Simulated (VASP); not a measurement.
AlCu5, 6 atoms in the cell. The structure is hexagonal, space group P6/mmm (No. 191). The conventional cell has a = 4.725 Å, b = 4.725 Å, c = 6.951 Å, α = 90.00°, β = 90.00°, γ = 120.00°. Within 3.1 Å of Al (site symmetry 6/mmm) lie 2 Cu at 2.32 Å. Cu (site symmetry mmm) has 8 Cu at 2.36 to 2.63 Å within 3.1 Å. Within 3.1 Å of Cu (site symmetry 6mm) lie 7 Cu at 2.31 to 2.63 Å and 1 Al at 2.32 Å. The cell was built from a structure type or drawn by symmetry, and may not be a known phase.

```yaml
Program: VASP 6.6.1
Task: single point
Functional: PBE
Potentials_or_basis: VASP PAW PBE potentials, release 64 (Al, Cu)
Cutoff: 520 eV
k_mesh: 12 × 12 × 6
Occupations: gaussian, width 0.1 eV
Spin: no spin polarisation
Dipole_correction: no
Further_INCAR_settings: ALGO = Fast; EDIFF = 1e-06; NBANDS = 38
```

Potentials or basis: VASP PAW PBE potentials, release 64 (Al, Cu).

The run is started by

```console
$ cat potpaw_PBE.64/Al/POTCAR potpaw_PBE.64/Cu/POTCAR > POTCAR
$ mpirun -np 1 vasp_std > vasp.out
```

Hardware: 1 thread of Intel(R) Xeon(R) Platinum 8488C (Sapphire Rapids), with other jobs on the host.

Task: How long does it take, and how much memory?

Result: Run time: 8.8 min on 1 thread of Intel(R) Xeon(R) Platinum 8488C (Sapphire Rapids), with other jobs on the host, peak memory 0.44 GiB. Counts: scf iterations 23, k points 76.
